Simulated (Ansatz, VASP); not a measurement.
Two plane-wave programs on EuOs

```
CELL_PARAMETERS angstrom
3.70746 0.00000 0.00000
0.00000 3.70746 0.00000
0.00000 0.00000 3.70746
ATOMIC_POSITIONS crystal
Eu 0.00000 0.00000 0.00000
Os 0.50000 0.50000 0.50000
```

Alike in both runs: task single point; functional PBE; k mesh 10 × 10 × 10; occupations gaussian, width 0.05 eV; collinear spin.

```csv
,VASP,Ansatz
version,VASP 6.6.1,Ansatz 0.2.0
potentials or method,"VASP PAW PBE potentials, release 64 (Eu, Os), cutoff 520 eV","scalar-relativistic, plane waves, PAW"
valence electrons in the cell,25,33
```

|  | VASP | Ansatz | Ansatz less VASP |
| --- | --- | --- | --- |
| gap on the k mesh at the Fermi level (eV) | none | none | - |
| pressure (GPa) | -12.8 | -12.7 | +0.11 |
| net moment per atom (μB) | 2.77 | 2.77 | 0.000 |
| size of the moment on the site where the two differ most (μB) | 6.36 | 6.54 | +0.180 |

Site moments also hang on the region over which each program counts them. A gap of «none» marks a metal or a gap that the smearing closes. VASP's potentials hold 25 valence electrons a cell and Ansatz's 33, so a difference there can come from the potentials and not from the codes.

Neither program's run includes spin-orbit coupling.
